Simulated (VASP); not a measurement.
# Zn (Pm-3m) in VASP: single point with PBEsol

Aim: the single point of Zn with PBEsol.

All numbers are computed with VASP 6.6.1; they aren't measurements. Logs are shortened: lines on timing, memory, paths and dates and some standing lists are left out, and cuts for length are marked.

## Step 1: The cell of the first run

It takes space group Pm-3m (No. 221, cubic). Conventional cell: a = 2.491 Å, b = 2.491 Å, c = 2.491 Å, α = 90.00°, β = 90.00°, γ = 90.00°. Within 3.3 Å of Zn (site symmetry m-3m) lie 6 Zn at 2.49 Å.

## Step 2: Single point, PBEsol

The input, INCAR:

```
SYSTEM = Zn
  ALGO = Normal
  EDIFF = 1E-6
  ENCUT = 520
  GGA = PS
  ISIF = 2
  ISMEAR = 0
  LASPH = .TRUE.
  LCHARG = .FALSE.
  LREAL = .FALSE.
  LWAVE = .FALSE.
  NBANDS = 12
  NELM = 60
  PREC = Accurate
  SIGMA = 0.15
```

The input, KPOINTS:

```
k-points
0
G
  24 24 24
  0 0 0
```

The input, POSCAR:

```
Zn
1.0
   -0.8302303281      1.6604606563      1.6604606563
    1.6604606563     -0.8302303281      1.6604606563
    1.6604606563      1.6604606563     -0.8302303281
Zn
1
Direct
    0.0000000000      0.0000000000      0.0000000000
```

Potentials or basis: VASP PAW PBE potentials, release 64 (Zn).

The run is started by

```bash
$ cat potpaw_PBE.64/Zn/POTCAR > POTCAR
$ mpirun -np 1 vasp_std > vasp.out
```

OUTCAR:

```text
SYSTEM = Zn
   EDIFF = 1E-6
   ENCUT = 520
   GGA = PS
   ISIF = 2
   ISMEAR = 0
   LASPH = .TRUE.
   LREAL = .FALSE.
   NELM = 60
   PREC = Accurate

 ion  position               nearest neighbor table
   1  0.000  0.000  0.000-

  LATTYP: Found a simple cubic cell.
 ALAT       =     2.4906909844

  Lattice vectors:

 A1 = (  -0.8302303281,   1.6604606563,   1.6604606563)
 A2 = (   1.6604606563,  -0.8302303281,   1.6604606563)
 A3 = (   1.6604606563,   1.6604606563,  -0.8302303281)

Analysis of symmetry for initial positions (statically):
=====================================================================
 Subroutine PRICEL returns:
 Original cell was already a primitive cell.

 Routine SETGRP: Setting up the symmetry group for a
 simple cubic supercell.

 Subroutine GETGRP returns: Found 48 space group operations
 (whereof 48 operations were pure point group operations)
 out of a pool of 48 trial point group operations.

The static configuration has the point symmetry O_h .

Analysis of symmetry for dynamics (positions and initial velocities):
=====================================================================
 Subroutine PRICEL returns:
 Original cell was already a primitive cell.

 Routine SETGRP: Setting up the symmetry group for a
 simple cubic supercell.

 Subroutine GETGRP returns: Found 48 space group operations
 (whereof 48 operations were pure point group operations)
 out of a pool of 48 trial point group operations.

The dynamic configuration has the point symmetry O_h .

 Subroutine INISYM returns: Found 48 space group operations
 (whereof 48 operations are pure point group operations),
 and found     1 'primitive' translations

----------------------------------------------------------------------------------------

                                     Primitive cell

  volume of cell :      15.4511

  direct lattice vectors                    reciprocal lattice vectors
    -0.830230328  1.660460656  1.660460656    -0.133831670  0.267663340  0.267663340
     1.660460656 -0.830230328  1.660460656     0.267663340 -0.133831670  0.267663340
     1.660460656  1.660460656 -0.830230328     0.267663340  0.267663340 -0.133831670

  length of vectors
     2.490690984  2.490690984  2.490690984     0.401495009  0.401495009  0.401495009

  position of ions in fractional coordinates (direct lattice)
     0.000000000  0.000000000  0.000000000

  ion indices of the primitive-cell ions
   primitive index   ion index
                 1           1

----------------------------------------------------------------------------------------

 KPOINTS: k-points

Automatic generation of k-mesh.
 Grid dimensions read from file:
 generate k-points for:   24   24   24

 Generating k-lattice:

  Cartesian coordinates                     Fractional coordinates (reciprocal lattice)
    -0.005576320  0.011152639  0.011152639     0.041666667  0.000000000  0.000000000
     0.011152639 -0.005576320  0.011152639     0.000000000  0.041666667  0.000000000
     0.011152639  0.011152639 -0.005576320     0.000000000  0.000000000  0.041666667

  Length of vectors
     0.016728959  0.016728959  0.016728959

  Shift w.r.t. Gamma in fractional coordinates (k-lattice)
     0.000000000  0.000000000  0.000000000

 Subroutine IBZKPT returns following result:
 ===========================================

 Found    455 irreducible k-points:

 Following reciprocal coordinates:
            Coordinates               Weight
  0.000000  0.000000  0.000000      1.000000
  0.041667  0.000000  0.000000      6.000000
  0.083333  0.000000  0.000000      6.000000
  0.125000  0.000000  0.000000      6.000000
  0.166667  0.000000  0.000000      6.000000
  0.208333 -0.000000  0.000000      6.000000
[... 16 lines left out ...]
  0.416667  0.041667  0.000000     24.000000
  0.458333  0.041667  0.000000     24.000000
 [... further k-points ...]
   k-points           NKPTS =    455   k-points in BZ     NKDIM =    455   number of bands    NBANDS=     12
   number of dos      NEDOS =    301   number of ions     NIONS =      1
   total plane-waves  NPLWV =   8000
   dimension x,y,z NGX =    20 NGY =   20 NGZ =   20
   dimension x,y,z NGXF=    40 NGYF=   40 NGZF=   40
   ions per type =               1
   NGX,Y,Z   is equivalent  to a cutoff of  13.35, 13.35, 13.35 a.u.
   NGXF,Y,Z  is equivalent  to a cutoff of  26.70, 26.70, 26.70 a.u.
 SYSTEM =  Zn
   PREC   = accura    normal or accurate (medium, high low for compatibility)
   ISTART =      0    job   : 0-new  1-cont  2-samecut
   ICHARG =      2    charge: 1-file 2-atom 10-const
   ISPIN  =      1    spin polarized calculation?
   LNONCOLLINEAR =      F non collinear calculations
   LSORBIT =      F    spin-orbit coupling
   LASPH  =      T    aspherical Exc in radial PAW
   ENCUT  =  520.0 eV  38.22 Ry    6.18 a.u.   4.63  4.63  4.63*2*pi/ulx,y,z
   NELM   =     60;   NELMIN=  2; NELMDL= -5     # of ELM steps
   EDIFF  = 0.1E-05   stopping-criterion for ELM
   LREAL  =      F    real-space projection
   EDIFFG = 0.1E-04   stopping-criterion for IOM
   NSW    =      0    number of steps for IOM
   IBRION =     -1    ionic relax: 0-MD 1-quasi-New 2-CG
   NFREE  =      0    steps in history (QN), initial steepest desc. (CG)
   ISIF   =      2    stress and relaxation
   ISYM   =      2    0-nonsym 1-usesym 2-fastsym
   POTIM  = 0.5000    time-step for ionic-motion
   TEBEG  =    0.0;   TEEND  =   0.0 temperature during run
   PSTRESS=    0.0 pullay stress
   NELECT =      12.0000    total number of electrons
   NUPDOWN=      -1.0000    fix difference up-down
   EMIN   =  10.00;   EMAX   =-10.00  energy-range for DOS
   EFERMI =   0.00;   METHOD = LEGACY
   ISMEAR =     0;   SIGMA  =   0.15  broadening in eV -4-tet -1-fermi 0-gaus
   EFERMI_NEDOS =   21; number of points for ismear=-14 and -15
   IALGO  =     38    algorithm
   IMIX   =      4    mixing-type and parameters
     AMIX     =   0.40;   BMIX     =  1.00
     AMIX_MAG =   1.60;   BMIX_MAG =  1.00
  volume/ion in A,a.u.               =      15.45       104.27
  Fermi-wavevector in a.u.,A,eV,Ry     =   1.504811  2.843681 30.809811  2.264457
  Thomas-Fermi vector in A             =   2.615742
   LORBIT       =      0    0 simple, 1 ext, 2 COOP (PROOUT), +10 PAW based schemes
   GGA     = PS    functional components
   LHFCALC =     F    Hartree Fock is set to
   AEXX    =    0.0000 exact exchange contribution
   IVDW    =     0    specifies the selected vdW correction
   LEPSILON=     F    determine dielectric tensor
   LRPA    =     F    only Hartree local field effects (RPA)
 non-spin polarized calculation
 Gauss-broadening in eV      SIGMA  =   0.15
  energy-cutoff  :      520.00
  volume of cell :       15.45
 maximum number of plane-waves:       437
 NGX is ok and might be reduce to    20
   NGX =  9   NGY =  9   NGZ =  9

 number of electron      12.0000019 magnetization

 Free energy of the ion-electron system (eV)
  ---------------------------------------------------
  ext. energy  EPLUGINS =         0.00000000
  ---------------------------------------------------
  free energy    TOTEN  =        -1.26986669 eV

  energy without entropy =       -1.26639616  energy(sigma->0) =       -1.26813142

 E-fermi :   2.6046     XC(G=0): -11.5554

 val. band max:        2.5617936978   @ k =   0.4583   0.2917   0.0417
 cond. band min:       2.6131513068   @ k =   0.3750   0.3750   0.3333
 fundamental gap:      0.0513576090
 Fermi energy:         2.6045549959

 k-point     1 :       0.0000    0.0000    0.0000
  band No.  band energies     occupation
      1      -7.5043      2.00000
      2      -5.7939      2.00000
      3      -5.7939      2.00000
      4      -4.2415      2.00000
      5      -4.2415      2.00000
      6      -4.2415      2.00000
      7      16.2173      0.00000
      8      16.2173      0.00000
      9      16.2173      0.00000
     10      19.2555      0.00000
     11      19.2555      0.00000
     12      22.7034      0.00000

 k-point     2 :       0.0417    0.0000    0.0000
  band No.  band energies     occupation
      1      -7.4610      2.00000
      2      -5.7909      2.00000
      3      -5.7804      2.00000
      4      -4.2496      2.00000
      5      -4.2496      2.00000
      6      -4.2409      2.00000
      7      15.3848      0.00000
      8      16.2691      0.00000
      9      16.2691      0.00000
     10      19.2853      0.00000
     11      19.9311      0.00000
     12      22.9539      0.00000

 k-point     3 :       0.0833    0.0000    0.0000
  band No.  band energies     occupation
      1      -7.3325      2.00000
      2      -5.7824      2.00000
      3      -5.7391      2.00000
      4      -4.2734      2.00000
      5      -4.2734      2.00000
      6      -4.2389      2.00000
      7      13.8388      0.00000
      8      16.4240      0.00000
      9      16.4240      0.00000
     10      19.3750      0.00000
     11      20.8469      0.00000
     12      23.8644      0.00000
[... 286 lines left out ...]
 k-point    23 :       0.4167    0.0417    0.0000
  band No.  band energies     occupation
      1      -5.6361      2.00000
      2      -5.6124      2.00000
      3      -4.6965      2.00000
      4      -4.6662      2.00000
      5      -4.2119      2.00000
      6      -2.4460      2.00000
      7       1.8797      2.00000
      8      19.7371      0.00000
      9      20.7568      0.00000
     10      22.7976      0.00000
     11      23.2424      0.00000
     12      25.4606      0.00000

 k-point    24 :       0.4583    0.0417    0.0000
  band No.  band energies     occupation
      1      -5.6168      2.00000
      2      -5.5812      2.00000
      3      -4.7177      2.00000
      4      -4.6879      2.00000
      5      -4.2099      2.00000
      6      -1.5347      2.00000
      7       0.7125      2.00000
      8      20.4294      0.00000
      9      21.3505      0.00000
     10      22.7107      0.00000
     11      23.3587      0.00000
     12      25.1650      0.00000

 [... further k-points ...]
[... 5 lines left out ...]
  --------------------------------------------------------------------------------------
  -------------------------------------------------------------------------------------
  Total        0.7067285      0.7067285      0.7067285      0.0000000      0.0000000      0.0000000
  in kB       73.2830666     73.2830666     73.2830666      0.0000000      0.0000000      0.0000000
  external PRESSURE =      73.2830666 kB  Pullay stress =       0.0000000 kB

 VOLUME and BASIS-vectors are now :
 -----------------------------------------------------------------------------
  energy-cutoff  :      520.00
  volume of cell :       15.45
      direct lattice vectors                 reciprocal lattice vectors
    -0.830230328  1.660460656  1.660460656    -0.133831670  0.267663340  0.267663340
     1.660460656 -0.830230328  1.660460656     0.267663340 -0.133831670  0.267663340
     1.660460656  1.660460656 -0.830230328     0.267663340  0.267663340 -0.133831670

 POSITION                                       TOTAL-FORCE (eV/Angst)
 -----------------------------------------------------------------------------------
      0.00000      0.00000      0.00000        -0.000000     -0.000000     -0.000000
 -----------------------------------------------------------------------------------
    total drift:                                0.000000     -0.000000      0.000000

  FREE ENERGIE OF THE ION-ELECTRON SYSTEM (eV)
  ---------------------------------------------------
  free  energy   TOTEN  =        -1.2698666852 eV

  energy  without entropy=       -1.2663961626  energy(sigma->0) =       -1.26813142
```

Wall time 52 s (1 thread of Intel Xeon Platinum 8488C (Sapphire Rapids), shared host); peak memory 0.19 GiB.

Results:

* Free energy: -1.2699 eV
* Pressure: 7.3 GPa
* Band gap on the k mesh: zero (band 6 reaches 8.78 eV, above the bottom of band 7 at -0.13 eV)

Levels at points of the mesh, in eV from the Fermi level:
```
           k point  band 2  band 3  band 4  band 5  band 6  band 7  band 8  band 9  band 10  band 11
(0.00, 0.00, 0.00)   -8.40   -8.40   -6.85   -6.85   -6.85   13.61   13.61   13.61    16.65    16.65
(0.50, 0.00, 0.00)   -8.20   -7.30   -7.30   -6.81   -3.46   -2.74   18.94   18.94    20.81    21.08
(0.50, 0.50, 0.00)   -7.99   -7.22   -7.22   -6.50    1.35    1.35    3.56    6.50    25.04    25.75
(0.50, 0.50, 0.50)   -8.07   -8.07   -6.47   -6.47    6.18    6.18    6.18   11.34    11.53    11.53
```

Caveat: the PAW data sets were made with another functional, which shifts forces and pressure a little.
